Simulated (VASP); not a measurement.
# GaAs: single point with LDA

The system is GaAs.

```xyz
2
Lattice="0.0000 2.8145 2.8145 2.8145 0.0000 2.8145 2.8145 2.8145 0.0000" Properties=species:S:1:pos:R:3 pbc="T T T"
Ga    0.0000    0.0000    0.0000
As    4.2218    4.2218    4.2218
```

```json
{
  "Program": "VASP 6.6.1",
  "Task": "single point",
  "Functional": "LDA",
  "Potentials or basis": "VASP PAW LDA potentials, release 64 (Ga_d, As)",
  "Cutoff": "520 eV",
  "k mesh": "12 × 12 × 12",
  "Occupations": "gaussian, width 0.01 eV",
  "Spin": "no spin polarisation",
  "Dipole correction": "no",
  "Further INCAR settings": "ALGO = Normal; EDIFF = 1e-06; NBANDS = 16"
}
```

```json
{"Pressure": "-0.7 GPa", "Band gap on the k mesh": "0.43 eV, direct"}
```

Levels at points of the mesh, in eV from the valence-band top:
| k point | band 6 | band 7 | band 8 | band 9 | band 10 | band 11 | band 12 | band 13 |
| --- | --- | --- | --- | --- | --- | --- | --- | --- |
| (0.00, 0.00, 0.00) | -12.86 | 0.00 | 0.00 | 0.00 | 0.43 | 3.68 | 3.68 | 3.68 |
| (0.50, 0.00, 0.00) | -11.05 | -6.76 | -1.17 | -1.17 | 0.90 | 4.59 | 4.59 | 7.58 |
| (0.50, 0.50, 0.00) | -10.30 | -6.93 | -2.74 | -2.74 | 1.32 | 1.55 | 10.15 | 10.15 |

It took 63 s on 1 thread of AMD EPYC 7R43 64-Core Processor (Zen 3), with other jobs on the host, peak memory 0.15 GiB.

A k mesh can miss the band edges. LDA gaps usually lie below the measured ones, often by a third to a half.
